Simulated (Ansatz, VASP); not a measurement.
**BeTe in VASP and in Ansatz**

Contents of POSCAR:

```
BeTe
1.0
    0.0000000000      2.6832298771      2.6832298771
    2.6832298771      0.0000000000      2.6832298771
    2.6832298771      2.6832298771      0.0000000000
Be Te
1 1
Direct
    0.0000000000      0.0000000000      0.0000000000
    0.5000000000      0.5000000000      0.5000000000
```

The input INCAR.step1:

```
SYSTEM = BeTe
PREC = Accurate
ENCUT = 520
EDIFF = 1E-5
ISMEAR = -1
SIGMA = 0.02
LREAL = .FALSE.
LASPH = .TRUE.
NELM = 120
ALGO = Normal
ISIF = 2
LWAVE = .TRUE.
LCHARG = .FALSE.
GGA = PE
NBANDS = 11
GGA_COMPAT = .FALSE.
```

INCAR.step2

```
SYSTEM = BeTe
PREC = Accurate
ENCUT = 520
EDIFF = 1E-6
ISMEAR = -1
SIGMA = 0.02
LREAL = .FALSE.
LASPH = .TRUE.
NELM = 120
ALGO = Normal
ISIF = 2
LWAVE = .FALSE.
LCHARG = .FALSE.
GGA = PE
LHFCALC = .TRUE.
AEXX = 0.1
HFSCREEN = 0.5
PRECFOCK = Normal
ISTART = 1
NBANDS = 11
GGA_COMPAT = .FALSE.
```

Contents of KPOINTS:

```
Automatic mesh
0
G
  4 4 4
  0 0 0
```

Input for Ansatz:

```yaml
crystal:
  lattice:
    - [0.0, 2.6832298771, 2.6832298771]
    - [2.6832298771, 0.0, 2.6832298771]
    - [2.6832298771, 2.6832298771, 0.0]
  atoms:
    - { symbol: Be, position: [0.0, 0.0, 0.0] }
    - { symbol: Te, position: [0.5, 0.5, 0.5] }
kpoints:
  mp_grid: { grid: [4, 4, 4] }
hamiltonian:
  xc: { exchange: pbe, correlation: pbe, exx: { coeff: 0.1, omega: 0.5 } }
scf:
  occupations: { method: fermi_dirac, width: 0.02 }
  n_extra_bands: 4
output:
  forces: true
  stress: true
  eigenvalues: true
```

Alike in both runs: task single point; functional PBE-based screened hybrid; k mesh 4 × 4 × 4; occupations fermi-dirac, width 0.02 eV; no spin polarisation.

```csv
,VASP,Ansatz
version,VASP 6.6.1,Ansatz 0.2.0
potentials or method,"VASP PAW PBE potentials, release 64 (Be, Te)",plane waves
plane-wave cutoff (eV),520,420
valence electrons in the cell,8,18
```

|  | VASP | Ansatz | Ansatz less VASP |
| --- | --- | --- | --- |
| pressure (GPa) | 0.8 | 0.8 | 0.00 |

VASP's potentials were made for PBE, not for PBE-based screened hybrid. VASP's potentials hold 8 valence electrons a cell and Ansatz's 18, so a difference there can come from the potentials and not from the codes. Ansatz's warnings: filled band counts differ across k points, stress exchange threshold loose, stress scf threshold loose.

The k mesh is coarse, so the values compare programs but aren't converged. Neither program's run includes spin-orbit coupling.
